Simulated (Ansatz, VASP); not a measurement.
# MoS2 in VASP and in Ansatz

The input INCAR:

```
SYSTEM = MoS2
ALGO = Normal
EDIFF = 1E-7
ENCUT = 520
ISIF = 2
ISMEAR = 0
ISPIN = 2
LASPH = .TRUE.
LCHARG = .FALSE.
LDAU = .TRUE.
LDAUJ = 0.5 0
LDAUL = 2 -1
LDAUPRINT = 1
LDAUTYPE = 1
LDAUU = 4 0
LMAXMIX = 4
LORBIT = 11
LREAL = .FALSE.
LWAVE = .FALSE.
MAGMOM = 0 0 0
NBANDS = 24
NELM = 150
PREC = Accurate
SIGMA = 0.05
```

File KPOINTS:

```
k-points
0
G
  7 7 7
  0 0 0
```

The input POSCAR:

```
MoS2
1.0
    1.5814998900      0.9130793900      6.1233282100
   -1.5814998900      0.9130793900      6.1233282100
    0.0000000000     -1.8261587800      6.1233282100
Mo S
1 2
Direct
    0.0000000000      0.0000000000      0.0000000000
    0.7484000000      0.7484000000      0.7484000000
    0.5849000000      0.5849000000      0.5849000000
```

Input for Ansatz:

```yaml
crystal:
  lattice:
    - [1.58149989, 0.91307939, 6.12332821]
    - [-1.58149989, 0.91307939, 6.12332821]
    - [0.0, -1.82615878, 6.12332821]
  atoms:
    - { symbol: Mo, position: [0.0, 0.0, 0.0], spin: 0.3 }
    - { symbol: S, position: [0.7484, 0.7484, 0.7484] }
    - { symbol: S, position: [0.5849, 0.5849, 0.5849] }
basis:
  ecutwfc: 420
  ecutrho_ratio: 4
kpoints:
  mp_grid: { grid: [7, 7, 7] }
hamiltonian:
  xc: lda
  hubbard:
    sites:
      - { site: 0, l: d, u: 4.0, j: 0.5, starting_ns: [{ spin: up, occupation_matrix: s0up }, { spin: down, occupation_matrix: s0down }] }
    occupation_matrices:
      s0up:
        matrix:
          - [0.02, 0.0, 0.0, 0.0, 0.0]
          - [0.0, 0.97, 0.0, 0.0, 0.0]
          - [0.0, 0.0, 0.02, 0.0, 0.0]
          - [0.0, 0.0, 0.0, 0.02, 0.0]
          - [0.0, 0.0, 0.0, 0.0, 0.02]
      s0down:
        matrix:
          - [0.02, 0.0, 0.0, 0.0, 0.0]
          - [0.0, 0.02, 0.0, 0.0, 0.0]
          - [0.0, 0.0, 0.02, 0.0, 0.0]
          - [0.0, 0.0, 0.0, 0.97, 0.0]
          - [0.0, 0.0, 0.0, 0.0, 0.02]
    ns_hold: { iters: 12 }
scf:
  occupations: { method: gaussian, width: 0.05 }
  lower_state_search: "off"
  max_iter: 150
output:
  forces: true
  stress: true
  eigenvalues: true
  populations: true
  hubbard: { sites: [{ site: 0, l: d }] }
magnetization:
  spin_polarized: true
```

Alike in both runs: task single point; functional LDA; k mesh 7 × 7 × 7; occupations gaussian, width 0.05 eV; collinear spin; Hubbard terms Mo d U = 4.0 eV, J = 0.5 eV.

```csv
,VASP,Ansatz
version,VASP 6.6.1,Ansatz 0.2.0
potentials or method,"VASP PAW LDA potentials, release 64 (Mo_sv, S), cutoff 520 eV","scalar-relativistic, plane waves, PAW"
valence electrons in the cell,26,26
```

Ansatz gave:

```
gap on the k mesh at the Fermi level (eV)                     : 0.86
least direct gap on the mesh (eV)                             : 2.03
pressure (GPa)                                                : 1.3
traceless stress, the component that is largest in VASP (GPa) : 4.78
rms of the force components (eV/Å)                            : 0.382
```

Task: What did VASP give for the same quantities?

Result: gap on the k mesh at the Fermi level (eV): 0.91; least direct gap on the mesh (eV): 2.00; pressure (GPa): 3.6; traceless stress, the component that is largest in VASP (GPa): 4.89; rms of the force components (eV/Å): 0.507.

LDA's correlation is that of Perdew and Zunger in VASP and of Perdew and Wang (1992) in Ansatz. The programs project onto different local orbitals, so the same U acts differently, and such runs can settle in different states. Atom by atom the forces differ by 0.125 eV/Å (rms over components). Ansatz's warnings: seeded moment not kept, specified occupation not kept, symmetry narrowed by occupation matrices.
